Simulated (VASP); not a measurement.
# PbS in VASP: further runs, part 2 of 2

VASP 6.6.1.

### 4 Single point, PBEsol (strain +0.000 along x and y, -0.050 along z)

INCAR reads:

```
SYSTEM = PbS
ALGO = Normal
EDIFF = 1E-7
ENCUT = 520
GGA = PS
ISIF = 2
ISMEAR = 0
LASPH = .True.
LCHARG = .False.
LREAL = .False.
LWAVE = .False.
NBANDS = 17
NELM = 100
PREC = Accurate
SIGMA = 0.15
```

KPOINTS reads:

```
k-points
0
Gamma
  14 14 14
  0 0 0
```

POSCAR reads:

```
PbS
1.0
    3.6536590000      0.0000000000      0.0000000000
    0.0000000000      3.6536590000      0.0000000000
    0.0000000000      0.0000000000      3.4709760500
Pb S
1 1
Direct
    0.0000000000      0.0000000000      0.0000000000
    0.5000000000      0.5000000000      0.5000000000
```

Potentials or basis: VASP PAW PBE potentials, release 64 (Pb_d, S).

Launch:

```bash
> cat potpaw_PBE.64/Pb_d/POTCAR potpaw_PBE.64/S/POTCAR > POTCAR
> mpirun -np 1 vasp_std > vasp.out
```

OUTCAR:

```text
SYSTEM = PbS
   EDIFF = 1E-7
   ENCUT = 520
   GGA = PS
   ISIF = 2
   ISMEAR = 0
   LASPH = .True.
   LREAL = .False.
   NELM = 100
   PREC = Accurate

 ion  position               nearest neighbor table
   1  0.000  0.000  0.000-   2 3.11   2 3.11   2 3.11   2 3.11   2 3.11   2 3.11   2 3.11   2 3.11

   2  0.500  0.500  0.500-   1 3.11   1 3.11   1 3.11   1 3.11   1 3.11   1 3.11   1 3.11   1 3.11

  LATTYP: Found a simple tetragonal cell.
 ALAT       =     3.6536590000
 C/A-ratio  =     0.9500000000

  Lattice vectors:

 A1 = (   3.6536590000,   0.0000000000,   0.0000000000)
 A2 = (   0.0000000000,   3.6536590000,   0.0000000000)
 A3 = (   0.0000000000,   0.0000000000,   3.4709760500)

Analysis of symmetry for initial positions (statically):
=====================================================================
 Subroutine PRICEL returns:
 Original cell was already a primitive cell.

 Routine SETGRP: Setting up the symmetry group for a
 simple tetragonal supercell.

 Subroutine GETGRP returns: Found 16 space group operations
 (whereof 16 operations were pure point group operations)
 out of a pool of 16 trial point group operations.

The static configuration has the point symmetry D_4h.

Analysis of symmetry for dynamics (positions and initial velocities):
=====================================================================
 Subroutine PRICEL returns:
 Original cell was already a primitive cell.

 Routine SETGRP: Setting up the symmetry group for a
 simple tetragonal supercell.

 Subroutine GETGRP returns: Found 16 space group operations
 (whereof 16 operations were pure point group operations)
 out of a pool of 16 trial point group operations.

The dynamic configuration has the point symmetry D_4h.

 Subroutine INISYM returns: Found 16 space group operations
 (whereof 16 operations are pure point group operations),
 and found     1 'primitive' translations

----------------------------------------------------------------------------------------

                                     Primitive cell

  volume of cell :      46.3348

  direct lattice vectors                    reciprocal lattice vectors
     3.653659000  0.000000000  0.000000000     0.273698230  0.000000000  0.000000000
     0.000000000  3.653659000  0.000000000     0.000000000  0.273698230  0.000000000
     0.000000000  0.000000000  3.470976050     0.000000000  0.000000000  0.288103400

  length of vectors
     3.653659000  3.653659000  3.470976050     0.273698230  0.273698230  0.288103400

  position of ions in fractional coordinates (direct lattice)
     0.000000000  0.000000000  0.000000000
     0.500000000  0.500000000  0.500000000

  ion indices of the primitive-cell ions
   primitive index   ion index
                 1           1
                 2           2

----------------------------------------------------------------------------------------

 KPOINTS: k-points

Automatic generation of k-mesh.
 Grid dimensions read from file:
 generate k-points for:   14   14   14

 Generating k-lattice:

  Cartesian coordinates                     Fractional coordinates (reciprocal lattice)
     0.019549874  0.000000000  0.000000000     0.071428571  0.000000000  0.000000000
     0.000000000  0.019549874  0.000000000     0.000000000  0.071428571  0.000000000
     0.000000000  0.000000000  0.020578814     0.000000000  0.000000000  0.071428571

  Length of vectors
     0.019549874  0.019549874  0.020578814

  Shift w.r.t. Gamma in fractional coordinates (k-lattice)
     0.000000000  0.000000000  0.000000000

 Subroutine IBZKPT returns following result:
 ===========================================

 Found    288 irreducible k-points:

 Following reciprocal coordinates:
            Coordinates               Weight
  0.000000  0.000000  0.000000      1.000000
  0.071429  0.000000  0.000000      4.000000
  0.142857  0.000000  0.000000      4.000000
  0.214286  0.000000  0.000000      4.000000
  0.285714  0.000000  0.000000      4.000000
  0.357143  0.000000  0.000000      4.000000
[... 16 lines left out ...]
  0.285714  0.214286  0.000000      8.000000
  0.357143  0.214286  0.000000      8.000000
 [... further k-points ...]
   k-points           NKPTS =    288   k-points in BZ     NKDIM =    288   number of bands    NBANDS=     17
   number of dos      NEDOS =    301   number of ions     NIONS =      2
   total plane-waves  NPLWV =  21952
   dimension x,y,z NGX =    28 NGY =   28 NGZ =   28
   dimension x,y,z NGXF=    56 NGYF=   56 NGZF=   56
   ions per type =               1   1
   NGX,Y,Z   is equivalent  to a cutoff of  12.74, 12.74, 13.41 a.u.
   NGXF,Y,Z  is equivalent  to a cutoff of  25.48, 25.48, 26.82 a.u.
 SYSTEM =  PbS
   PREC   = accura    normal or accurate (medium, high low for compatibility)
   ISTART =      0    job   : 0-new  1-cont  2-samecut
   ICHARG =      2    charge: 1-file 2-atom 10-const
   ISPIN  =      1    spin polarized calculation?
   LNONCOLLINEAR =      F non collinear calculations
   LSORBIT =      F    spin-orbit coupling
   LASPH  =      T    aspherical Exc in radial PAW
   ENCUT  =  520.0 eV  38.22 Ry    6.18 a.u.   6.79  6.79  6.45*2*pi/ulx,y,z
   NELM   =    100;   NELMIN=  2; NELMDL= -5     # of ELM steps
   EDIFF  = 0.1E-06   stopping-criterion for ELM
   LREAL  =      F    real-space projection
   EDIFFG = 0.1E-05   stopping-criterion for IOM
   NSW    =      0    number of steps for IOM
   IBRION =     -1    ionic relax: 0-MD 1-quasi-New 2-CG
   NFREE  =      0    steps in history (QN), initial steepest desc. (CG)
   ISIF   =      2    stress and relaxation
   ISYM   =      2    0-nonsym 1-usesym 2-fastsym
   POTIM  = 0.5000    time-step for ionic-motion
   TEBEG  =    0.0;   TEEND  =   0.0 temperature during run
   PSTRESS=    0.0 pullay stress
   NELECT =      20.0000    total number of electrons
   NUPDOWN=      -1.0000    fix difference up-down
   EMIN   =  10.00;   EMAX   =-10.00  energy-range for DOS
   EFERMI =   0.00;   METHOD = LEGACY
   ISMEAR =     0;   SIGMA  =   0.15  broadening in eV -4-tet -1-fermi 0-gaus
   EFERMI_NEDOS =   21; number of points for ismear=-14 and -15
   IALGO  =     38    algorithm
   IMIX   =      4    mixing-type and parameters
     AMIX     =   0.40;   BMIX     =  1.00
     AMIX_MAG =   1.60;   BMIX_MAG =  1.00
  volume/ion in A,a.u.               =      23.17       156.34
  Fermi-wavevector in a.u.,A,eV,Ry     =   1.237226  2.338018 20.826813  1.530728
  Thomas-Fermi vector in A             =   2.371802
   LORBIT       =      0    0 simple, 1 ext, 2 COOP (PROOUT), +10 PAW based schemes
   GGA     = PS    functional components
   LHFCALC =     F    Hartree Fock is set to
   AEXX    =    0.0000 exact exchange contribution
   IVDW    =     0    specifies the selected vdW correction
   LEPSILON=     F    determine dielectric tensor
   LRPA    =     F    only Hartree local field effects (RPA)
 non-spin polarized calculation
 Gauss-broadening in eV      SIGMA  =   0.15
  energy-cutoff  :      520.00
  volume of cell :       46.33
 maximum number of plane-waves:      1280
 NGX is ok and might be reduce to    28
   NGX = 13   NGY = 13   NGZ = 13

 number of electron      19.9999996 magnetization

 Free energy of the ion-electron system (eV)
  ---------------------------------------------------
  ext. energy  EPLUGINS =         0.00000000
  ---------------------------------------------------
  free energy    TOTEN  =        -9.00049461 eV

  energy without entropy =       -8.99124836  energy(sigma->0) =       -8.99587149

 E-fermi :   6.5463     XC(G=0): -10.6018

 val. band max:        6.5421659384   @ k =   0.4286   0.4286   0.4286
 cond. band min:       6.5613230465   @ k =   0.4286   0.4286   0.3571
 fundamental gap:      0.0191571082
 Fermi energy:         6.5462906132

 k-point     1 :       0.0000    0.0000    0.0000
  band No.  band energies     occupation
      1     -10.2743      2.00000
      2     -10.2017      2.00000
      3      -9.9877      2.00000
      4      -9.9818      2.00000
      5      -9.9818      2.00000
      6      -6.9431      2.00000
[... 9 lines left out ...]
     16      19.0161      0.00000
     17      19.8047      0.00000
[... 441 lines left out ...]
 k-point    24 :       0.3571    0.2143    0.0000
  band No.  band energies     occupation
      1     -10.2268      2.00000
      2     -10.0932      2.00000
      3     -10.0425      2.00000
      4     -10.0250      2.00000
      5      -9.9980      2.00000
      6      -5.5948      2.00000
[... 9 lines left out ...]
     16      17.7270      0.00000
     17      17.9420      0.00000

 [... further k-points ...]

------------------------ aborting loop because EDIFF is reached ----------------------------------------

  FORCE on cell =-STRESS in cart. coord.  units (eV):
  Direction    XX          YY          ZZ          XY          YZ          ZX
  --------------------------------------------------------------------------------------
  -------------------------------------------------------------------------------------
  Total       -0.6207519     -0.6207519      0.7207192      0.0000000      0.0000000      0.0000000
  in kB      -21.4645112    -21.4645112     24.9212059      0.0000000      0.0000000      0.0000000
  external PRESSURE =      -6.0026055 kB  Pullay stress =       0.0000000 kB

 VOLUME and BASIS-vectors are now :
 -----------------------------------------------------------------------------
  energy-cutoff  :      520.00
  volume of cell :       46.33
      direct lattice vectors                 reciprocal lattice vectors
     3.653659000  0.000000000  0.000000000     0.273698230  0.000000000  0.000000000
     0.000000000  3.653659000  0.000000000     0.000000000  0.273698230  0.000000000
     0.000000000  0.000000000  3.470976050     0.000000000  0.000000000  0.288103400

 POSITION                                       TOTAL-FORCE (eV/Angst)
 -----------------------------------------------------------------------------------
      0.00000      0.00000      0.00000         0.000000      0.000000      0.000000
      1.82683      1.82683      1.73549         0.000000      0.000000      0.000000
 -----------------------------------------------------------------------------------
    total drift:                               -0.000000      0.000000      0.000000

  FREE ENERGIE OF THE ION-ELECTRON SYSTEM (eV)
  ---------------------------------------------------
  free  energy   TOTEN  =        -9.0004946065 eV

  energy  without entropy=       -8.9912483639  energy(sigma->0) =       -8.99587149
```

OSZICAR:

```text
N       E                     dE             d eps       ncg     rms          rms(c)
DAV:   1     0.156365998392E+03    0.15637E+03   -0.98274E+03  9873   0.129E+03
DAV:   2     0.209246403382E+01   -0.15427E+03   -0.14864E+03 10331   0.321E+02
DAV:   3    -0.925343266355E+01   -0.11346E+02   -0.11128E+02 12975   0.907E+01
DAV:   4    -0.951739447685E+01   -0.26396E+00   -0.26370E+00 12402   0.145E+01
DAV:   5    -0.952635852324E+01   -0.89640E-02   -0.89633E-02 14481   0.268E+00    0.436E+00
DAV:   6    -0.901111679426E+01    0.51524E+00   -0.13582E+00 15555   0.905E+00    0.303E+00
DAV:   7    -0.900528535782E+01    0.58314E-02   -0.10246E-01 11564   0.170E+00    0.170E+00
DAV:   8    -0.900129907592E+01    0.39863E-02   -0.17152E-02 11259   0.110E+00    0.215E-01
DAV:   9    -0.900048363336E+01    0.81544E-03   -0.44804E-03 15260   0.447E-01    0.964E-02
DAV:  10    -0.900051536631E+01   -0.31733E-04   -0.40600E-04 12915   0.156E-01    0.797E-02
DAV:  11    -0.900049527398E+01    0.20092E-04   -0.77632E-05 13539   0.621E-02    0.100E-02
DAV:  12    -0.900049475117E+01    0.52280E-06   -0.58163E-06 11465   0.173E-02    0.450E-03
DAV:  13    -0.900049464858E+01    0.10260E-06   -0.28762E-07 12763   0.394E-03    0.945E-04
DAV:  14    -0.900049460653E+01    0.42045E-07   -0.66285E-09  6103   0.931E-04
   1 F= -.90004946E+01 E0= -.89958715E+01  d E =-.924624E-02
```

Wall time 68 s (1 thread of Intel Xeon 6975P-C (Granite Rapids), shared host); peak memory 0.33 GiB.

What came out:

```
Free energy            : -9.0005 eV
Pressure               : -0.6 GPa
Band gap on the k mesh : zero (band 10 reaches 6.64 eV, above the bottom of band 11 at 5.61 eV)
```

Levels at points of the mesh, in eV from the Fermi level:
| k point | band 8 | band 9 | band 10 | band 11 | band 12 | band 13 |
| --- | --- | --- | --- | --- | --- | --- |
| (0.00, 0.00, 0.00) | -1.95 | -1.95 | -1.23 | 5.11 | 5.66 | 6.73 |
| (0.50, 0.00, 0.00) | -0.70 | -0.18 | 0.09 | 0.48 | 3.54 | 4.65 |
| (0.50, 0.50, 0.00) | -4.85 | -4.85 | -0.01 | 4.77 | 4.77 | 6.75 |
| (0.00, 0.00, 0.50) | -0.58 | -0.58 | -0.17 | -0.03 | 3.90 | 3.90 |
| (0.50, 0.00, 0.50) | -4.74 | -4.70 | -0.41 | 3.92 | 4.40 | 6.02 |
| (0.50, 0.50, 0.50) | -2.68 | -2.48 | -2.48 | -0.94 | -0.50 | -0.50 |

Caveat: the cell differs from its parent crystal (strain +0.000 along x and y, -0.050 along z); the PAW data sets were made with another functional, which shifts forces and pressure a little; spin-orbit coupling is left out, which moves the levels of the heavy elements.

### 5 Single point, PBEsol (strain +0.000 along x and y, +0.050 along z)

INCAR reads:

```
SYSTEM = PbS
PREC = Accurate
ENCUT = 520
EDIFF = 1E-6
ISMEAR = 0
SIGMA = 0.15
LREAL = .FALSE.
LASPH = .TRUE.
NELM = 60
ALGO = Normal
ISIF = 2
LWAVE = .FALSE.
LCHARG = .FALSE.
GGA = PS
NBANDS = 17
```

KPOINTS reads:

```
Automatic mesh
0
G
  14 14 14
  0 0 0
```

Edit POSCAR of step 4 so:

```diff
@@ -4,3 +4,3 @@
     0.0000000000      3.6536590000      0.0000000000
-    0.0000000000      0.0000000000      3.4709760500
+    0.0000000000      0.0000000000      3.8363419500
 Pb S
```

Launch:

```bash
> cat potpaw_PBE.64/Pb_d/POTCAR potpaw_PBE.64/S/POTCAR > POTCAR
> mpirun -np 1 vasp_std > vasp.out
```

It took 68 s on 1 thread of Intel Xeon 6975P-C (Granite Rapids), shared host; peak memory 0.34 GiB.

It converged, with:

```
Free energy            : -8.9040 eV
Pressure               : -5.6 GPa
Band gap on the k mesh : zero (band 10 reaches 5.41 eV, above the bottom of band 11 at 4.88 eV)
```

Stress tensor (GPa, compression positive):
```
-4.27  0.00  0.00
 0.00 -4.27  0.00
 0.00  0.00 -8.12
```

Levels at points of the mesh, in eV from the Fermi level:
```csv
k point,band 6,band 7,band 8,band 9,band 10,band 11,band 12,band 13,band 14,band 15
"(0.00, 0.00, 0.00)",-12.78,-6.87,-1.83,-1.23,-1.23,5.30,5.71,5.95,6.28,6.28
"(0.50, 0.00, 0.00)",-11.54,-8.72,-0.63,-0.29,-0.21,0.04,3.34,4.24,6.79,9.04
"(0.50, 0.50, 0.00)",-10.85,-7.04,-4.08,-4.08,-0.39,3.65,3.65,5.26,6.73,8.76
"(0.00, 0.00, 0.50)",-11.66,-9.03,-0.29,-0.29,-0.05,0.55,3.94,3.94,6.86,9.08
"(0.50, 0.00, 0.50)",-10.95,-7.36,-4.23,-4.17,-0.06,3.94,4.39,5.83,7.23,9.48
"(0.50, 0.50, 0.50)",-10.69,-6.08,-2.23,-2.23,-2.11,-0.51,-0.51,-0.11,12.44,13.49
```

Caveat: the cell differs from its parent crystal (strain +0.000 along x and y, +0.050 along z); the PAW data sets were made with another functional, which shifts forces and pressure a little; spin-orbit coupling is left out, which moves the levels of the heavy elements.

### 6 Single point, PBEsol (strain +0.050 along x and y, +0.000 along z)

INCAR reads:

```
SYSTEM = PbS
  PREC = Accurate
  ENCUT = 520
  EDIFF = 1E-7
  ISMEAR = 0
  SIGMA = 0.15
  LREAL = .False.
  LASPH = .True.
  NELM = 80
  ALGO = Normal
  ISIF = 2
  LWAVE = .False.
  LCHARG = .False.
  GGA = PS
  NBANDS = 17
```

KPOINTS reads:

```
Automatic mesh
0
Gamma
  14 14 14
  0 0 0
```

POSCAR reads:

```
PbS
1.0
    3.8363419500      0.0000000000      0.0000000000
    0.0000000000      3.8363419500      0.0000000000
    0.0000000000      0.0000000000      3.6536590000
Pb S
1 1
Direct
    0.0000000000      0.0000000000      0.0000000000
    0.5000000000      0.5000000000      0.5000000000
```

Potentials or basis: VASP PAW PBE potentials, release 64 (Pb_d, S).

Launch:

```bash
> cat potpaw_PBE.64/Pb_d/POTCAR potpaw_PBE.64/S/POTCAR > POTCAR
> mpirun -np 1 vasp_std > vasp.out
```

It took 81 s on 1 thread of Intel Xeon 6975P-C (Granite Rapids), shared host; peak memory 0.36 GiB.

The run converged. Its results:

| Item | Value |
| --- | --- |
| Free energy | -8.8033 eV |
| Pressure | -7.2 GPa |
| Band gap on the k mesh | zero (band 10 reaches 4.95 eV, above the bottom of band 11 at 4.34 eV) |

Stress tensor (GPa, compression positive):
```
-8.32  0.00  0.00
 0.00 -8.32  0.00
 0.00  0.00 -5.02
```

Levels at points of the mesh, in eV from the Fermi level:
```csv
k point,band 8,band 9,band 10,band 11,band 12,band 13
"(0.00, 0.00, 0.00)",-1.55,-1.55,-0.97,5.28,5.66,5.66
"(0.50, 0.00, 0.00)",-0.54,-0.27,-0.13,0.27,3.30,4.20
"(0.50, 0.50, 0.00)",-4.00,-4.00,0.03,4.08,4.08,5.69
"(0.00, 0.00, 0.50)",-0.49,-0.45,-0.45,-0.15,3.60,3.60
"(0.50, 0.00, 0.50)",-3.92,-3.87,-0.28,3.41,3.82,5.12
"(0.50, 0.50, 0.50)",-2.17,-2.03,-2.03,-0.58,-0.17,-0.17
```

Caveat: the cell differs from its parent crystal (strain +0.050 along x and y, +0.000 along z); the PAW data sets were made with another functional, which shifts forces and pressure a little; spin-orbit coupling is left out, which moves the levels of the heavy elements.

### 7 Overview

```csv
cell,gap on the mesh (eV),pressure (GPa)
"a = 3.471 Å, 2 atoms",none,7.1
"a = 3.471, b = 3.471, c = 3.654 Å, 2 atoms",none,2.8
"a = 3.654, b = 3.654, c = 3.471 Å, 2 atoms",none,-0.6
"a = 3.654, b = 3.654, c = 3.836 Å, 2 atoms",none,-5.6
"a = 3.836, b = 3.836, c = 3.654 Å, 2 atoms",none,-7.2
```

Alike in all rows: task single point; level PBEsol; potentials or basis VASP PAW PBE potentials, release 64 (Pb_d, S); no spin polarisation; k mesh 14 × 14 × 14; cutoff (eV) 520; smearing gaussian 0.15 eV.

Caveats: the PAW data sets were made with another functional, which shifts forces and pressure a little; spin-orbit coupling is left out, which moves the levels of the heavy elements.

Absolute energies hang on the potentials; compare differences alone.
